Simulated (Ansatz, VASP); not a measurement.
## One calculation of AlN, two programs

The input INCAR:

```
SYSTEM = AlN
ALGO     = Normal         ! electronic algorithm
EDIFF    = 1E-8           ! SCF threshold, eV
ENCUT    = 520            ! plane-wave cutoff, eV
ISIF     = 2              ! what is computed and relaxed
ISMEAR   = -1             ! smearing method
LASPH    = .TRUE.         ! aspherical terms in the spheres
LCHARG   = .FALSE.        ! write CHGCAR
LEFG     = .TRUE.       
LREAL    = .FALSE.        ! projectors in reciprocal space
LWAVE    = .FALSE.        ! write WAVECAR
NBANDS   = 11             ! bands
NELM     = 80             ! most SCF steps
PREC     = Accurate       ! precision mode
SIGMA    = 0.02           ! smearing width, eV
```

Contents of KPOINTS:

```
k-points
0
G
  10 10 10
  0 0 0
```

POSCAR

```
AlN
1.0
    0.0000000000      1.9647244322      1.9647244322
    1.9647244322      0.0000000000      1.9647244322
    1.9647244322      1.9647244322      0.0000000000
Al N
1 1
Direct
    0.0000000000      0.0000000000      0.0000000000
    0.5000000000      0.5000000000      0.5000000000
```

Input for Ansatz:

```yaml
crystal:
  lattice:
    - [0.0, 1.9647244322, 1.9647244322]
    - [1.9647244322, 0.0, 1.9647244322]
    - [1.9647244322, 1.9647244322, 0.0]
  atoms:
    - { symbol: Al, position: [0.0, 0.0, 0.0] }
    - { symbol: "N", position: [0.5, 0.5, 0.5] }
kpoints:
  mp_grid: { grid: [10, 10, 10] }
scf:
  occupations: { method: fermi_dirac, width: 0.02 }
hamiltonian:
  xc: lda
  pseudopotentials: { kind: all_electron, datasets: crystal }
output:
  forces: true
  stress: true
  eigenvalues: true
  efg: { contact_densities: true }
```

Change from the starting cell: volume scaled by 0.98, crystal datasets.

Alike in both runs: task electric field gradients; functional LDA; k mesh 10 × 10 × 10; occupations fermi-dirac, width 0.02 eV; no spin polarisation.

```csv
,VASP,Ansatz
version,VASP 6.6.1,Ansatz 0.2.0
potentials or method,"VASP PAW LDA potentials, release 64 (Al, N), cutoff 520 eV","all-electron PAW with datasets made for the crystal, scalar-relativistic"
```

```csv
,VASP,Ansatz,Ansatz less VASP
gap on the k mesh at the Fermi level (eV),5.03,5.05,+0.022
pressure (GPa),20.1,19.3,-0.88
```

LDA's correlation is that of Perdew and Zunger in VASP and of Perdew and Wang (1992) in Ansatz. Ansatz ran all-electron here, and VASP with PAW potentials.
